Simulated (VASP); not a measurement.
# W in VASP: further runs

Runs on W. Level: PBEsol. Tasks: single point, relaxation of cell and atoms.

Program: VASP 6.6.1. These are calculated values, not measurements. Logs are shortened: lines on timing, memory, paths and dates and some standing lists are left out, and cuts for length are marked.

## Step 1: The cell of the first run

It takes space group R-3m (No. 166, trigonal). The conventional cell has a = 4.432 Å, b = 4.432 Å, c = 2.773 Å, α = 90.00°, β = 90.00°, γ = 120.00°. Within 3.6 Å of W (site symmetry -3m) lie 14 W at 2.72 to 3.16 Å.

## Step 2: Single point, PBEsol

Contents of INCAR:

```
SYSTEM = W
PREC = Accurate
ENCUT = 520
EDIFF = 1E-6
ISMEAR = 0
SIGMA = 0.1
LREAL = .False.
LASPH = .True.
NELM = 60
ALGO = Fast
ISIF = 2
LWAVE = .False.
LCHARG = .True.
GGA = PS
LELF = .True.
LVHAR = .True.
NBANDS = 28
```

Contents of KPOINTS:

```
Automatic mesh
0
Gamma
  6 6 4
  0 0 0
```

Contents of POSCAR:

```
W
1.0
    4.4321043791      0.0000000000      0.0000000000
   -2.2160521896      3.8383149845      0.0000000000
    0.0000000000      0.0000000000      2.7731639939
W
3
Direct
    0.3333332655      0.0000000000      0.3333333333
    0.0000000000      0.3333332655      0.6666666667
    0.6666667345      0.6666667345      0.0000000000
```

Potentials or basis: VASP PAW PBE potentials, release 64 (W_sv).

On the command line:

```
$ cat potpaw_PBE.64/W_sv/POTCAR > POTCAR
$ mpirun -np 1 vasp_std > vasp.out
```

OUTCAR:

```text
SYSTEM = W
   PREC = Accurate
   ENCUT = 520
   EDIFF = 1E-6
   ISMEAR = 0
   LREAL = .False.
   LASPH = .True.
   NELM = 60
   ISIF = 2
   GGA = PS

 ion  position               nearest neighbor table
   1  0.333  0.000  0.333-   3 2.72   2 2.72   3 2.72   3 2.72   2 2.72   2 2.72   2 3.16   3 3.16
                             2 3.16   2 3.16   3 3.16   3 3.16
   2  0.000  0.333  0.667-   3 2.72   1 2.72   3 2.72   3 2.72   1 2.72   1 2.72   1 3.16   3 3.16
                             1 3.16   1 3.16   3 3.16   3 3.16
   3  0.667  0.667  0.000-   1 2.72   2 2.72   2 2.72   1 2.72   1 2.72   2 2.72   1 3.16   2 3.16
                             2 3.16   1 3.16   2 3.16   1 3.16

  LATTYP: Found a hexagonal cell.
 ALAT       =     4.4321043791
 C/A-ratio  =     0.6256991615

  Lattice vectors:

 A1 = (   4.4321043791,   0.0000000000,   0.0000000000)
 A2 = (  -2.2160521896,   3.8383149845,   0.0000000000)
 A3 = (   0.0000000000,   0.0000000000,   2.7731639939)

Analysis of symmetry for initial positions (statically):
=====================================================================
 Subroutine PRICEL returns following result:

  LATTYP: Found a trigonal (rhomboedric) cell.
 ALAT       =     2.7207242140
 COS(alpha) =    -0.3268464145

  Lattice vectors:

 A1 = (  -2.2160521895,  -1.2794372867,  -0.9243879982)
 A2 = (  -0.0000000000,   2.5588761356,  -0.9243879979)
 A3 = (   2.2160521896,  -1.2794388489,  -0.9243879979)

   3 primitive cells build up your supercell.

 Routine SETGRP: Setting up the symmetry group for a
 hexagonal supercell.

 Subroutine GETGRP returns: Found 12 space group operations
 (whereof  2 operations were pure point group operations)
 out of a pool of 24 trial point group operations.

The static configuration has the point symmetry C_2 .
 The point group associated with its full space group is D_3d.

Analysis of symmetry for dynamics (positions and initial velocities):
=====================================================================
 Subroutine PRICEL returns following result:

  LATTYP: Found a trigonal (rhomboedric) cell.
 ALAT       =     2.7207242140
 COS(alpha) =    -0.3268464145

  Lattice vectors:

 A1 = (  -2.2160521895,  -1.2794372867,  -0.9243879982)
 A2 = (  -0.0000000000,   2.5588761356,  -0.9243879979)
 A3 = (   2.2160521896,  -1.2794388489,  -0.9243879979)

   3 primitive cells build up your supercell.

 Routine SETGRP: Setting up the symmetry group for a
 hexagonal supercell.

 Subroutine GETGRP returns: Found 12 space group operations
 (whereof  2 operations were pure point group operations)
 out of a pool of 24 trial point group operations.

The dynamic configuration has the point symmetry C_2 .
 The point group associated with its full space group is D_3d.

 Subroutine INISYM returns: Found 12 space group operations
 (whereof  2 operations are pure point group operations),
 and found     3 'primitive' translations

----------------------------------------------------------------------------------------

                                     Primitive cell

  volume of cell :      15.7255

  direct lattice vectors                    reciprocal lattice vectors
    -2.216052190 -1.279437287 -0.924387998    -0.225626501 -0.130265521 -0.360598941
    -0.000000000  2.558876136 -0.924387998     0.000000092  0.260531042 -0.360598941
     2.216052190 -1.279438849 -0.924387998     0.225626409 -0.130265521 -0.360598941

  length of vectors
     2.720724214  2.720724214  2.720724949     0.444868543  0.444868543  0.444868496

  position of ions in fractional coordinates (direct lattice)
     0.333333333  0.666666802  0.999999864

  ion indices of the primitive-cell ions
   primitive index   ion index
                 1           1

----------------------------------------------------------------------------------------

 KPOINTS: Automatic mesh

Automatic generation of k-mesh.
 Grid dimensions read from file:
 generate k-points for:    6    6    4

 Generating k-lattice:

  Cartesian coordinates                     Fractional coordinates (reciprocal lattice)
     0.037604409  0.021710916  0.000000000     0.166666667  0.000000000  0.000000000
     0.000000000  0.043421832  0.000000000     0.000000000  0.166666667  0.000000000
     0.000000000  0.000000000  0.090149735     0.000000000  0.000000000  0.250000000

  Length of vectors
     0.043421832  0.043421832  0.090149735

  Shift w.r.t. Gamma in fractional coordinates (k-lattice)
     0.000000000  0.000000000  0.000000000

 Subroutine IBZKPT returns following result:
 ===========================================

 Found     24 irreducible k-points:

 Following reciprocal coordinates:
            Coordinates               Weight
  0.000000  0.000000  0.000000      1.000000
  0.166667  0.000000  0.000000      6.000000
  0.333333  0.000000  0.000000      6.000000
  0.500000  0.000000  0.000000      3.000000
  0.166667  0.166667  0.000000      6.000000
  0.333333  0.166667  0.000000     12.000000
[... 16 lines left out ...]
  0.333333  0.166667  0.500000     12.000000
  0.333333  0.333333  0.500000      2.000000
   k-points           NKPTS =     24   k-points in BZ     NKDIM =     24   number of bands    NBANDS=     28
   number of dos      NEDOS =    301   number of ions     NIONS =      3
   total plane-waves  NPLWV =  31104
   dimension x,y,z NGX =    36 NGY =   36 NGZ =   24
   dimension x,y,z NGXF=    72 NGYF=   72 NGZF=   48
   ions per type =               3
   NGX,Y,Z   is equivalent  to a cutoff of  13.50, 13.50, 14.39 a.u.
   NGXF,Y,Z  is equivalent  to a cutoff of  27.01, 27.01, 28.78 a.u.
 SYSTEM =  W
   PREC   = accura    normal or accurate (medium, high low for compatibility)
   ISTART =      0    job   : 0-new  1-cont  2-samecut
   ICHARG =      2    charge: 1-file 2-atom 10-const
   ISPIN  =      1    spin polarized calculation?
   LNONCOLLINEAR =      F non collinear calculations
   LSORBIT =      F    spin-orbit coupling
   LASPH  =      T    aspherical Exc in radial PAW
   ENCUT  =  520.0 eV  38.22 Ry    6.18 a.u.   8.24  8.24  5.16*2*pi/ulx,y,z
   NELM   =     60;   NELMIN=  2; NELMDL= -5     # of ELM steps
   EDIFF  = 0.1E-05   stopping-criterion for ELM
   LREAL  =      F    real-space projection
   EDIFFG = 0.1E-04   stopping-criterion for IOM
   NSW    =      0    number of steps for IOM
   IBRION =     -1    ionic relax: 0-MD 1-quasi-New 2-CG
   NFREE  =      0    steps in history (QN), initial steepest desc. (CG)
   ISIF   =      2    stress and relaxation
   ISYM   =      2    0-nonsym 1-usesym 2-fastsym
   POTIM  = 0.5000    time-step for ionic-motion
   TEBEG  =    0.0;   TEEND  =   0.0 temperature during run
   PSTRESS=    0.0 pullay stress
   NELECT =      42.0000    total number of electrons
   NUPDOWN=      -1.0000    fix difference up-down
   EMIN   =  10.00;   EMAX   =-10.00  energy-range for DOS
   EFERMI =   0.00;   METHOD = LEGACY
   ISMEAR =     0;   SIGMA  =   0.10  broadening in eV -4-tet -1-fermi 0-gaus
   EFERMI_NEDOS =   21; number of points for ismear=-14 and -15
   IALGO  =     68    algorithm
   IMIX   =      4    mixing-type and parameters
     AMIX     =   0.40;   BMIX     =  1.00
     AMIX_MAG =   1.60;   BMIX_MAG =  1.00
  volume/ion in A,a.u.               =      15.73       106.12
  Fermi-wavevector in a.u.,A,eV,Ry     =   1.574886  2.976104 33.746081  2.480267
  Thomas-Fermi vector in A             =   2.675953
   LORBIT       =      0    0 simple, 1 ext, 2 COOP (PROOUT), +10 PAW based schemes
   GGA     = PS    functional components
   LHFCALC =     F    Hartree Fock is set to
   AEXX    =    0.0000 exact exchange contribution
   IVDW    =     0    specifies the selected vdW correction
   LEPSILON=     F    determine dielectric tensor
   LRPA    =     F    only Hartree local field effects (RPA)
 non-spin polarized calculation
 RMM-DIIS sequential band-by-band and
 Gauss-broadening in eV      SIGMA  =   0.10
  energy-cutoff  :      520.00
  volume of cell :       47.18
 maximum number of plane-waves:      1301
 NGX is ok and might be reduce to    36
   NGX = 17   NGY = 17   NGZ = 11

 number of electron      42.0000009 magnetization

 Free energy of the ion-electron system (eV)
  ---------------------------------------------------
  ext. energy  EPLUGINS =         0.00000000
  ---------------------------------------------------
  free energy    TOTEN  =       -41.30030655 eV

  energy without entropy =      -41.28877634  energy(sigma->0) =      -41.29454144

 E-fermi :  11.2622     XC(G=0): -13.8067

 val. band max:       11.2260389859   @ k =   0.3333   0.0000   0.0000
 cond. band min:      11.2693677258   @ k =   0.3333   0.0000   0.5000
 fundamental gap:      0.0433287399
 Fermi energy:        11.2622070035

 k-point     1 :       0.0000    0.0000    0.0000
  band No.  band energies     occupation
      1     -62.7514      2.00000
      2     -62.5858      2.00000
      3     -62.5858      2.00000
      4     -27.2268      2.00000
      5     -27.2267      2.00000
      6     -27.2267      2.00000
[... 20 lines left out ...]
     27      14.0963      0.00000
     28      14.0963      0.00000

 k-point     2 :       0.1667    0.0000    0.0000
  band No.  band energies     occupation
      1     -62.7385      2.00000
      2     -62.5937      2.00000
      3     -62.5911      2.00000
      4     -27.4423      2.00000
      5     -27.3905      2.00000
      6     -26.9795      2.00000
[... 20 lines left out ...]
     27      14.3797      0.00000
     28      14.7111      0.00000

 k-point     3 :       0.3333    0.0000    0.0000
  band No.  band energies     occupation
      1     -62.7041      2.00000
      2     -62.6195      2.00000
      3     -62.6002      2.00000
      4     -27.5891      2.00000
      5     -27.3516      2.00000
      6     -26.7977      2.00000
[... 616 lines left out ...]
      3     -62.5644      2.00000
      4     -27.5653      2.00000
      5     -27.4392      2.00000
      6     -27.3929      2.00000
[... 20 lines left out ...]
     27      16.4616      0.00000
     28      17.5698      0.00000

 k-point    24 :       0.3333    0.3333    0.5000
  band No.  band energies     occupation
      1     -62.5904      2.00000
      2     -62.5904      2.00000
      3     -62.5904      2.00000
      4     -27.5129      2.00000
      5     -27.5129      2.00000
      6     -27.5129      2.00000
[... 20 lines left out ...]
     27      17.4460      0.00000
     28      17.4465      0.00000

------------------------ aborting loop because EDIFF is reached ----------------------------------------

  FORCE on cell =-STRESS in cart. coord.  units (eV):
  Direction    XX          YY          ZZ          XY          YZ          ZX
  --------------------------------------------------------------------------------------
  -------------------------------------------------------------------------------------
  Total        0.2264539      0.2264539      0.1592341     -0.0000000     -0.0000000      0.0000000
  in kB        7.6906721      7.6906721      5.4077997     -0.0000000     -0.0000000      0.0000000
  external PRESSURE =       6.9297146 kB  Pullay stress =       0.0000000 kB

 VOLUME and BASIS-vectors are now :
 -----------------------------------------------------------------------------
  energy-cutoff  :      520.00
  volume of cell :       47.18
      direct lattice vectors                 reciprocal lattice vectors
     4.432104379  0.000000000  0.000000000     0.225626455  0.130265495  0.000000000
    -2.216052190  3.838314985  0.000000000     0.000000000  0.260530989  0.000000000
     0.000000000  0.000000000  2.773163994     0.000000000  0.000000000  0.360598941

 POSITION                                       TOTAL-FORCE (eV/Angst)
 -----------------------------------------------------------------------------------
      1.47737      0.00000      0.92439         0.000000      0.000000     -0.000000
     -0.73868      1.27944      1.84878         0.000000     -0.000000     -0.000000
      1.47737      2.55888      0.00000         0.000000     -0.000000      0.000000
 -----------------------------------------------------------------------------------
    total drift:                                0.000832      0.000623      0.000007

  FREE ENERGIE OF THE ION-ELECTRON SYSTEM (eV)
  ---------------------------------------------------
  free  energy   TOTEN  =       -41.3003065483 eV

  energy  without entropy=      -41.2887763353  energy(sigma->0) =      -41.29454144
```

Run time: 30 s. Hardware: 1 thread of Intel Xeon Platinum 8259CL at 2.50GHz (Skylake/Cascade Lake), shared host; peak memory 0.18 GiB.

Results:

- Free energy: -41.3003 eV
- Pressure: 0.7 GPa
- Band gap on the k mesh: zero (bands 21 and 22 overlap by 3.90 eV)

Stress tensor (GPa, compression positive):
```
0.77 0.00 0.00
0.00 0.77 0.00
0.00 0.00 0.54
```

Levels at points of the mesh, in eV from the Fermi level:
```
           k point  band 17  band 18  band 19  band 20  band 21  band 22  band 23  band 24  band 25  band 26
(0.00, 0.00, 0.00)    -2.55    -2.55    -2.55    -1.26    -1.26    -0.86     2.39     2.39     2.83     2.83
(0.50, 0.00, 0.00)    -2.48    -2.48    -2.25    -2.25     0.97     1.11     1.11     2.20     2.79     2.79
(0.00, 0.00, 0.50)    -3.25    -3.25    -3.25    -3.25     3.04     3.04     3.04     3.04     5.03     5.52
(0.50, 0.00, 0.50)    -3.80    -3.53    -1.97    -1.97     0.74     1.73     1.73     2.38     3.38     3.61
```

Caveat: the k points lie up to 0.57 Å⁻¹ apart, too coarse for converged energies and pressures of a metal; the PAW data sets were made with another functional, which shifts forces and pressure a little; spin-orbit coupling is left out, which moves the levels of the heavy elements.

[end of part 1 of 2]
